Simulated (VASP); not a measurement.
Here is a VASP 6.6.1 calculation.

Contents of POSCAR:

```
H
1.0
    2.6234813799     -2.5669048168      0.0000000000
    2.6234813799      2.5669048168      0.0000000000
    0.0000000000      0.0000000000      4.1418180000
H
4
Direct
    0.9532956300      0.0467043700      0.0685088900
    0.4532956300      0.5467043700      0.4314911100
    0.5467043700      0.4532956300      0.5685088900
    0.0467043700      0.9532956300      0.9314911100
```

The input INCAR.step1:

```
SYSTEM = H
ALGO     = Normal         ! electronic algorithm
EDIFF    = 1E-4           ! SCF threshold, eV
ENCUT    = 520            ! plane-wave cutoff, eV
GGA      = PE             ! functional
ISMEAR   = 0              ! smearing method
LASPH    = .True.         ! aspherical terms in the spheres
LCHARG   = .False.        ! write CHGCAR
LREAL    = .False.        ! projectors in reciprocal space
LWAVE    = .True.         ! write WAVECAR
NBANDS   = 10             ! bands
NELM     = 60             ! most SCF steps
PREC     = Accurate       ! precision mode
SIGMA    = 0.02           ! smearing width, eV
```

File INCAR.step2:

```
SYSTEM = H
ALGO     = Normal         ! electronic algorithm
EDIFF    = 1E-6           ! SCF threshold, eV
ENCUT    = 520            ! plane-wave cutoff, eV
ISIF     = 2              ! what is computed and relaxed
ISMEAR   = 0              ! smearing method
ISTART   = 1            
LASPH    = .True.         ! aspherical terms in the spheres
LCHARG   = .False.        ! write CHGCAR
LMIXTAU  = .True.       
LREAL    = .False.        ! projectors in reciprocal space
LWAVE    = .False.        ! write WAVECAR
METAGGA  = R2SCAN         ! meta-GGA
NBANDS   = 10             ! bands
NELM     = 60             ! most SCF steps
PREC     = Accurate       ! precision mode
SIGMA    = 0.02           ! smearing width, eV
```

The input KPOINTS:

```
k-points
0
Gamma
  8 8 8
  0 0 0
```

Potentials or basis: VASP PAW PBE potentials, release 64 (H).

The run is started by

```bash
$ cat potpaw_PBE.64/H/POTCAR > POTCAR
$ cp INCAR.step1 INCAR
$ mpirun -np 1 vasp_std > vasp.out
$ cp INCAR.step2 INCAR
$ mpirun -np 1 vasp_std > vasp.out
```

(1) Predict the band gap on the k mesh.

(2) Estimate the pressure.

(3) Predict the largest force.

## Answers

(1) 10.10 eV, indirect (least direct gap 10.71 eV).

(2) -0.2 GPa.

(3) 0.026 eV/Å.

Caveat: the PAW data sets were made with another functional, which shifts forces and pressure a little.
